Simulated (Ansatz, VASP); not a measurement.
## AlH5: VASP beside Ansatz

INCAR

```
SYSTEM = AlH5
PREC = Accurate
ENCUT = 520
EDIFF = 1E-6
ISMEAR = 0
SIGMA = 0.1
LREAL = .False.
LASPH = .True.
NELM = 100
ALGO = Normal
ISIF = 2
LWAVE = .False.
LCHARG = .False.
GGA = PE
NBANDS = 13
```

File KPOINTS:

```
Automatic mesh
0
Gamma
  4 4 4
  0 0 0
```

The input POSCAR:

```
AlH5
1.0
    3.8301923900      0.0000000000      0.0000000000
    0.0000000000      3.8301923900      0.0000000000
    0.0000000000      0.0000000000      3.8301923900
Al H
1 5
Direct
    0.5000000000      0.5000000000      0.5000000000
    0.2169226100      0.2169226100      0.2169226100
    0.7830773900      0.7830773900      0.2169226100
    0.7830773900      0.2169226100      0.7830773900
    0.2169226100      0.7830773900      0.7830773900
    0.0000000000      0.0000000000      0.0000000000
```

Input for Ansatz:

```yaml
crystal:
  lattice:
    - [3.83019239, 0.0, 0.0]
    - [0.0, 3.83019239, 0.0]
    - [0.0, 0.0, 3.83019239]
  atoms:
    - { symbol: Al, position: [0.5, 0.5, 0.5] }
    - { symbol: H, position: [0.21692261, 0.21692261, 0.21692261] }
    - { symbol: H, position: [0.78307739, 0.78307739, 0.21692261] }
    - { symbol: H, position: [0.78307739, 0.21692261, 0.78307739] }
    - { symbol: H, position: [0.21692261, 0.78307739, 0.78307739] }
    - { symbol: H, position: [0.0, 0.0, 0.0] }
basis:
  ecutwfc: 420
kpoints:
  mp_grid: { grid: [4, 4, 4] }
hamiltonian:
  xc: pbe
scf:
  occupations: { method: gaussian, width: 0.1 }
  lower_state_search: "off"
output:
  forces: true
  stress: true
  eigenvalues: true
```

Alike in both runs: task single point; functional PBE; k mesh 4 × 4 × 4; occupations gaussian, width 0.1 eV; no spin polarisation.

```csv
,VASP,Ansatz
version,VASP 6.6.1,Ansatz 0.2.0
potentials or method,"VASP PAW PBE potentials, release 64 (Al, H), cutoff 520 eV","scalar-relativistic, plane waves, PAW"
valence electrons in the cell,8,8
```

VASP gave:

* gap on the k mesh at the Fermi level (eV): none
* pressure (GPa): -12.5
* rms of the force components (eV/Å): 0.331

Question: What did Ansatz give for the same quantities?

Answer: gap on the k mesh at the Fermi level (eV): none; pressure (GPa): -12.4; rms of the force components (eV/Å): 0.330.

Atom by atom the forces differ by 0.001 eV/Å (rms over components). A gap of «none» marks a metal or a gap that the smearing closes.

The k mesh is coarse, so the values compare programs but aren't converged.
